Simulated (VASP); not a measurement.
# V (R-3m) in VASP: notebook, part 2 of 2

VASP 6.6.1.

## (4) Relaxation of cell and atoms, PBEsol

This run uses another cell than the first one: it holds 1 atom, not 2.

INCAR

```
SYSTEM = V
PREC = Accurate ; ENCUT = 600
EDIFF = 1E-6 ; ISMEAR = 0
SIGMA = 0.1 ; LREAL = .FALSE.
LASPH = .TRUE. ; NELM = 80
ALGO = Fast ; ISIF = 3
LWAVE = .FALSE. ; LCHARG = .FALSE.
GGA = PS ; IBRION = 2
NSW = 100 ; EDIFFG = -0.01
```

KPOINTS

```
regular mesh
0
G
  24 24 24
  0 0 0
```

POSCAR

```
V
1.0
    1.4128629670      0.8157168143      1.9173325363
   -1.4128629670      0.8157168143      1.9173325363
    0.0000000000     -1.6314336287      1.9173325363
V
1
Direct
    0.5000000000      0.5000000000      0.5000000000
```

Potentials or basis: VASP PAW PBE potentials, release 64 (V_sv).

The run is started by

```bash
cat potpaw_PBE.64/V_sv/POTCAR > POTCAR
mpirun -np 1 vasp_std > vasp.out
```

OUTCAR:

```text
SYSTEM = V
   PREC = Accurate
   ENCUT = 600
   EDIFF = 1E-6
   ISMEAR = 0
   LREAL = .FALSE.
   LASPH = .TRUE.
   NELM = 80
   ISIF = 3
   GGA = PS
   IBRION = 2
   NSW = 100
   EDIFFG = -0.01

 ion  position               nearest neighbor table
   1  0.500  0.500  0.500-

  LATTYP: Found a trigonal (rhomboedric) cell.
 ALAT       =     2.5174867903
 COS(alpha) =     0.3700650877

  Lattice vectors:

 A1 = (   1.4128629670,   0.8157168143,   1.9173325363)
 A2 = (  -1.4128629670,   0.8157168143,   1.9173325363)
 A3 = (   0.0000000000,  -1.6314336287,   1.9173325363)

Analysis of symmetry for initial positions (statically):
=====================================================================
 Subroutine PRICEL returns:
 Original cell was already a primitive cell.

 Routine SETGRP: Setting up the symmetry group for a
 trigonal (rhombohedral) supercell.

 Subroutine GETGRP returns: Found 12 space group operations
 (whereof 12 operations were pure point group operations)
 out of a pool of 12 trial point group operations.

The static configuration has the point symmetry D_3d.

Analysis of symmetry for dynamics (positions and initial velocities):
=====================================================================
 Subroutine PRICEL returns:
 Original cell was already a primitive cell.

 Routine SETGRP: Setting up the symmetry group for a
 trigonal (rhombohedral) supercell.

 Subroutine GETGRP returns: Found 12 space group operations
 (whereof 12 operations were pure point group operations)
 out of a pool of 12 trial point group operations.

The dynamic configuration has the point symmetry D_3d.

 Subroutine INISYM returns: Found 12 space group operations
 (whereof 12 operations are pure point group operations),
 and found     1 'primitive' translations

[... 128 lines left out ...]
  volume of cell :       13.26
 maximum number of plane-waves:       459
   NGX = 11   NGY = 11   NGZ = 11

--------------------------------------- Ionic step        1  -------------------------------------------

 number of electron      12.9999995 magnetization

 Free energy of the ion-electron system (eV)
  ---------------------------------------------------
  ext. energy  EPLUGINS =         0.00000000
  ---------------------------------------------------
  free energy    TOTEN  =        -9.38243001 eV

  energy without entropy =       -9.37435040  energy(sigma->0) =       -9.37839020

------------------------ aborting loop because EDIFF is reached ----------------------------------------

  FORCE on cell =-STRESS in cart. coord.  units (eV):
  Direction    XX          YY          ZZ          XY          YZ          ZX
  --------------------------------------------------------------------------------------
  -------------------------------------------------------------------------------------
  Total       -0.0057192     -0.0057192      0.0184505      0.0000000     -0.0000000      0.0000000
  in kB       -0.6911248     -0.6911248      2.2296128      0.0000000     -0.0000000      0.0000000
  external PRESSURE =       0.2824544 kB  Pullay stress =       0.0000000 kB
[... 92 lines left out ...]
--------------------------------------- Ionic step        4  -------------------------------------------

 number of electron      12.9999995 magnetization

 Free energy of the ion-electron system (eV)
  ---------------------------------------------------
  ext. energy  EPLUGINS =         0.00000000
  ---------------------------------------------------
  free energy    TOTEN  =        -9.38245435 eV

  energy without entropy =       -9.37426967  energy(sigma->0) =       -9.37836201

 E-fermi :   9.9865     XC(G=0): -13.1131

 val. band max:        9.9862568366   @ k =  -0.4167   0.2500   0.0417
 cond. band min:       9.9877285463   @ k =  -0.4167   0.1250   0.0417
 fundamental gap:      0.0014717097
 Fermi energy:         9.9865250769

 k-point     1 :       0.0000    0.0000    0.0000
  band No.  band energies     occupation
      1     -53.5991      2.00000
      2     -27.0394      2.00000
      3     -27.0394      2.00000
      4     -26.7387      2.00000
      5       3.1714      2.00000
      6       9.3768      2.00000
      7       9.3768      2.00000
      8      11.8027      0.00000
      9      12.4741      0.00000
     10      12.4741      0.00000
[... 287 lines left out ...]
 k-point    24 :       0.4583    0.0417   -0.0000
  band No.  band energies     occupation
      1     -53.4145      2.00000
      2     -27.9476      2.00000
      3     -27.0616      2.00000
      4     -26.8944      2.00000
      5       6.7412      2.00000
      6       9.2834      2.00000
      7      10.1416      0.02831
      8      11.5899      0.00000
      9      12.7574      0.00000
     10      13.6195      0.00000

 [... further k-points ...]

------------------------ aborting loop because EDIFF is reached ----------------------------------------

  FORCE on cell =-STRESS in cart. coord.  units (eV):
  Direction    XX          YY          ZZ          XY          YZ          ZX
  --------------------------------------------------------------------------------------
  -------------------------------------------------------------------------------------
  Total        0.0094715      0.0094715     -0.0012275      0.0000000      0.0000000      0.0000000
  in kB        1.1445768      1.1445768     -0.1483322      0.0000000      0.0000000      0.0000000
  external PRESSURE =       0.7136071 kB  Pullay stress =       0.0000000 kB
[... 16 lines left out ...]
  FREE ENERGIE OF THE ION-ELECTRON SYSTEM (eV)
  ---------------------------------------------------
  free  energy   TOTEN  =        -9.3824543534 eV

  energy  without entropy=       -9.3742696745  energy(sigma->0) =       -9.37836201

 reached required accuracy - stopping structural energy minimisation
```

OSZICAR:

```text
N       E                     dE             d eps       ncg     rms          rms(c)
DAV:   1     0.127646238182E+03    0.12765E+03   -0.93207E+03 26270   0.161E+03
DAV:   2    -0.854443079689E+01   -0.13619E+03   -0.13414E+03 26940   0.437E+02
DAV:   3    -0.106587080560E+02   -0.21143E+01   -0.20708E+01 27716   0.660E+01
DAV:   4    -0.106742952742E+02   -0.15587E-01   -0.15545E-01 26546   0.577E+00
[... 25 lines left out ...]
DAV:   1    -0.938275499360E+01   -0.30224E-03   -0.77885E-03 26330   0.168E+00    0.173E-01
RMM:   2    -0.938246506090E+01    0.28993E-03   -0.95493E-04 26260   0.434E-01    0.470E-02
RMM:   3    -0.938245721413E+01    0.78468E-05   -0.76122E-05 26260   0.990E-02    0.226E-02
RMM:   4    -0.938245441394E+01    0.28002E-05   -0.72973E-06 26072   0.434E-02    0.498E-03
RMM:   5    -0.938245435337E+01    0.60568E-07   -0.13489E-06 14525   0.198E-02
   4 F= -.93824544E+01 E0= -.93783620E+01  d E =-.157897E-05
```

CONTCAR:

```text
V
   1.00000000000000
     1.4108483886094385    0.8145536969238248    1.9228002515840539
    -1.4108483886094385    0.8145536969238248    1.9228002515840539
     0.0000000000000000   -1.6291073939477918    1.9228002515841751
  V
     1
Direct
     0.5000000000000000    0.5000000000000000    0.5000000000000000

  0.00000000E+00  0.00000000E+00  0.00000000E+00
```

It took 3.1 min on 1 thread of Intel Xeon Platinum 8488C (Sapphire Rapids), shared host; peak memory 0.33 GiB.

What came out:

- Free energy: -9.3825 eV
- Energy gained by relaxing: 0.0 meV/atom
- Ionic steps: 4
- Pressure after relaxing: 0.1 GPa
- Band gap on the k mesh: zero (an odd number of electrons rules out a gap without spin polarisation)

Stress tensor (GPa, compression positive):
```
 0.11  0.00  0.00
 0.00  0.11  0.00
 0.00  0.00 -0.01
```

Final structure:
```cif
data_structure
_symmetry_space_group_name_H-M 'P 1'
_symmetry_Int_Tables_number 1
_cell_length_a 2.5201
_cell_length_b 2.5201
_cell_length_c 2.5201
_cell_angle_alpha 68.088
_cell_angle_beta 68.088
_cell_angle_gamma 68.088
_cell_volume 13.26
loop_
_atom_site_label
_atom_site_type_symbol
_atom_site_fract_x
_atom_site_fract_y
_atom_site_fract_z
_atom_site_occupancy
V1 V 0.50000 0.50000 0.50000 1
```

Levels at points of the mesh, in eV from the Fermi level:
| k point | band 3 | band 4 | band 5 | band 6 | band 7 | band 8 | band 9 | band 10 |
| --- | --- | --- | --- | --- | --- | --- | --- | --- |
| (0.00, 0.00, 0.00) | -37.03 | -36.73 | -6.82 | -0.61 | -0.61 | 1.82 | 2.49 | 2.49 |
| (0.50, 0.00, 0.00) | -37.04 | -36.88 | -3.26 | -0.71 | 0.48 | 1.58 | 2.74 | 3.59 |
| (0.50, 0.50, 0.00) | -37.49 | -37.04 | -3.59 | -2.54 | 3.07 | 3.58 | 3.94 | 4.30 |
| (0.50, 0.50, 0.50) | -37.31 | -37.31 | -3.36 | -0.40 | -0.40 | 3.36 | 4.03 | 4.03 |

Caveat: the PAW data sets were made with another functional, which shifts forces and pressure a little.

## (5) Summary

```tsv
task	cell	k mesh	cutoff (eV)	gap on the mesh (eV)	pressure (GPa)	relaxed volume (Å³/atom)
relaxation of cell and atoms	relaxed from a = 3.610 Å, angles 54.5°, 2 atoms, atomic positions A	6 × 6 × 6	600	none	0.1	13.25
single point	a = 2.519 Å, angles 68.1°, 1 atom, atomic positions B	24 × 24 × 24	520	none	0.3	-
relaxation of cell and atoms	relaxed from a = 2.517 Å, angles 68.3°, 1 atom, atomic positions B	24 × 24 × 24	600	none	0.1	13.26
```

Alike in all rows: level PBEsol; potentials or basis VASP PAW PBE potentials, release 64 (V_sv); no spin polarisation; smearing gaussian 0.1 eV.

Caveats: some runs use coarse meshes; the PAW data sets were made with another functional, which shifts forces and pressure a little; a cell axis changed by over 15 % at a fixed basis, so the end point is rough (at least some runs).

Absolute energies hang on the potentials; compare differences alone.

The gap in the log of VASP goes by the Fermi energy; the results here count the filled bands.